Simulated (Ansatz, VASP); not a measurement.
Given: the input of a run of Ansatz 0.2.0 on In.

The input input.yaml:

```yaml
crystal:
  lattice:
    - [-1.5922878321, 1.5922878321, 2.4232021571]
    - [1.5922878321, -1.5922878321, 2.4232021571]
    - [1.5922878321, 1.5922878321, -2.4232021571]
  atoms:
    - { symbol: In, position: [0.0, 0.0, 0.0] }
hamiltonian:
  xc: pbe0
  pseudopotentials: { kind: paw }
kpoints:
  mp_grid: { grid: [6, 6, 6] }
scf:
  occupations: { method: fermi_dirac, width: 0.05 }
output:
  forces: true
  stress: true
  eigenvalues: true
```

Potentials or basis: Ansatz PAW.

Command:

```bash
$ ansatz run input.yaml --threads 2 --pin off --max-ram 5632MiB --backend cpu --events-out ev --progress --plain --runs-dir out
```

Q: Translate it to VASP 6.6.1. Potentials there: VASP PAW PBE potentials, release 64 (In_d).

A: As run (the cutoff follows the program's own potentials):

Contents of POSCAR:

```
In
1.0
   -1.5922878321      1.5922878321      2.4232021571
    1.5922878321     -1.5922878321      2.4232021571
    1.5922878321      1.5922878321     -2.4232021571
In
1
Direct
    0.0000000000      0.0000000000      0.0000000000
```

INCAR.step1

```
SYSTEM = In
PREC = Accurate
ENCUT = 520
EDIFF = 1E-5
ISMEAR = -1
SIGMA = 0.05
LREAL = .False.
LASPH = .True.
NELM = 80
ALGO = Normal
ISIF = 2
LWAVE = .True.
LCHARG = .False.
NBANDS = 12
GGA = PE
```

INCAR.step2

```
SYSTEM = In
PREC = Accurate
ENCUT = 520
EDIFF = 1E-6
ISMEAR = -1
SIGMA = 0.05
LREAL = .False.
LASPH = .True.
NELM = 80
ALGO = Normal
ISIF = 2
LWAVE = .False.
LCHARG = .False.
GGA = PE
LHFCALC = .True.
AEXX = 0.25
PRECFOCK = Normal
NBANDS = 12
ISTART = 1
```

File KPOINTS:

```
Automatic mesh
0
Gamma
  6 6 6
  0 0 0
```

Potentials or basis: VASP PAW PBE potentials, release 64 (In_d).

The run is started by

```bash
$ cat potpaw_PBE.64/In_d/POTCAR > POTCAR
$ cp INCAR.step1 INCAR
$ mpirun -np 1 vasp_std > vasp.out
$ cp INCAR.step2 INCAR
$ mpirun -np 1 vasp_std > vasp.out
```

Both were run:

|  | VASP | Ansatz | Ansatz less VASP |
| --- | --- | --- | --- |
| gap on the k mesh at the Fermi level (eV) | none | none | - |
| pressure (GPa) | 2.5 | 2.7 | +0.24 |
| traceless stress, the component that is largest in VASP (GPa) | -3.52 | -3.51 | +0.005 |

A gap of «none» marks a metal or a gap that the smearing closes.

The k mesh is coarse, so the values compare programs but aren't converged.
